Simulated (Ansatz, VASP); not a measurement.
**ScSi2O3 in VASP and in Ansatz**

INCAR

```
SYSTEM = ScSi2O3
PREC = Accurate ; ENCUT = 520
EDIFF = 1E-7 ; ISMEAR = 0
SIGMA = 0.1 ; LREAL = .False.
LASPH = .True. ; NELM = 60
ALGO = Normal ; ISIF = 2
LWAVE = .False. ; LCHARG = .True.
GGA = PE ; LELF = .True.
LVHAR = .True. ; NBANDS = 28
```

File KPOINTS:

```
regular mesh
0
Gamma
  6 6 6
  0 0 0
```

The input POSCAR:

```
ScSi2O3
1.0
    5.2534215800      0.0000000000      0.0000000000
   -2.6267107900      4.5495965400      0.0000000000
    0.0000000000      0.0000000000      3.0093999100
Sc Si O
1 2 3
Direct
    0.0000000000      0.0000000000      0.0000000000
    0.3333333300      0.6666666700      0.0000000000
    0.6666666700      0.3333333300      0.0000000000
    0.5000000000      0.0000000000      0.5000000000
    0.5000000000      0.5000000000      0.5000000000
    0.0000000000      0.5000000000      0.5000000000
```

Input for Ansatz:

```yaml
crystal:
  lattice:
    - [5.25342158, 0.0, 0.0]
    - [-2.62671079, 4.54959654, 0.0]
    - [0.0, 0.0, 3.00939991]
  atoms:
    - { symbol: Sc, position: [0.0, 0.0, 0.0] }
    - { symbol: Si, position: [0.33333333, 0.66666667, 0.0] }
    - { symbol: Si, position: [0.66666667, 0.33333333, 0.0] }
    - { symbol: O, position: [0.5, 0.0, 0.5] }
    - { symbol: O, position: [0.5, 0.5, 0.5] }
    - { symbol: O, position: [0.0, 0.5, 0.5] }
basis:
  ecutwfc: 420
kpoints:
  mp_grid: { grid: [6, 6, 6] }
hamiltonian:
  xc: pbe
scf:
  occupations: { method: gaussian, width: 0.1 }
  lower_state_search: "off"
output:
  forces: true
  stress: true
  eigenvalues: true
```

Change from the starting cell: species swapped into the NdB2Rh3 type (P6/mmm, No. 191).

Alike in both runs: task single point; functional PBE; k mesh 6 × 6 × 6; occupations gaussian, width 0.1 eV; no spin polarisation.

```csv
,VASP,Ansatz
version,VASP 6.6.1,Ansatz 0.2.0
potentials or method,"VASP PAW PBE potentials, release 64 (Sc_sv, Si, O), cutoff 520 eV","scalar-relativistic, plane waves, PAW"
valence electrons in the cell,37,37
```

|  | VASP | Ansatz | Ansatz less VASP |
| --- | --- | --- | --- |
| gap on the k mesh at the Fermi level (eV) | none | none | - |
| pressure (GPa) | -2.3 | -2.3 | -0.06 |
| traceless stress, the component that is largest in VASP (GPa) | -3.04 | -3.12 | -0.078 |

A gap of «none» marks a metal or a gap that the smearing closes. With one functional, cell and mesh, what is left measures potentials, basis and numerics.
